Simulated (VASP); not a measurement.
CaO, 2 atoms in the cell. It takes space group Fm-3m (No. 225, cubic). Conventional cell: a = 4.807 Å, b = 4.807 Å, c = 4.807 Å, α = 90.00°, β = 90.00°, γ = 90.00°. Within 3.2 Å of Ca (site symmetry m-3m) lie 6 O at 2.40 Å. O (site symmetry m-3m) has 6 Ca at 2.40 Å within 3.2 Å. 

```yaml
Program: VASP 6.6.1
Task: single point
Functional: revPBE
Potentials_or_basis: VASP PAW PBE potentials, release 64 (Ca_sv, O)
Cutoff: 520 eV
k_mesh: 10 × 10 × 10
Occupations: fermi-dirac, width 0.05 eV
Spin: no spin polarisation
Dipole_correction: no
Further_INCAR_settings: ALGO = Normal; EDIFF = 1e-07; NBANDS = 15
```

Potentials or basis: VASP PAW PBE potentials, release 64 (Ca_sv, O).

Command:

```console
$ cat potpaw_PBE.64/Ca_sv/POTCAR potpaw_PBE.64/O/POTCAR > POTCAR
$ mpirun -np 1 vasp_std > vasp.out
```

Hardware: 1 thread of Intel Xeon 8259CL, on a shared host.

Problem. Estimate the wall time of this run.

Solution. Run time: 56 s on 1 thread of Intel Xeon 8259CL, on a shared host, peak memory 0.17 GiB. Counts: scf iterations 14, k points 47.
